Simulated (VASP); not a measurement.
Here is a VASP 6.6.1 calculation.

The input INCAR:

```
ALGO = Normal ; EDIFF = 1E-6
EDIFFG = -0.01 ; ENCUT = 600
GGA = PE ; IBRION = 2
ISIF = 4 ; ISMEAR = 0
LASPH = True ; LCHARG = False
LREAL = False ; LWAVE = False
NELM = 80 ; NSW = 60
PREC = Accurate ; SIGMA = 0.05
```

KPOINTS

```
k-points
0
Gamma
  10 10 10
```

Contents of POSCAR:

```
ScSi2
1.0
    4.1149861100      0.0000000000      0.0000000000
   -2.0574930550      3.5636825075      0.0000000000
    0.0000000000      0.0000000000      3.7326651549
Sc Si
1 2
Direct
    0.0000000000      0.0000000000      0.0000000000
    0.3333333333      0.6666666667      0.5000000000
    0.6666666667      0.3333333333      0.5000000000
```

Potentials or basis: VASP PAW PBE potentials, release 64 (Sc_sv, Si).

Run with:

```sh
$ cat potpaw_PBE.64/Sc_sv/POTCAR potpaw_PBE.64/Si/POTCAR > POTCAR
$ mpirun -np 1 vasp_std > vasp.out
```

(1) Estimate the band gap on the k mesh.

## Answers

(1) zero (an odd number of electrons rules out a gap without spin polarisation).

Caveat: an odd number of electrons without spin polarisation forces a metal; a magnetic or distorted state may lie lower.
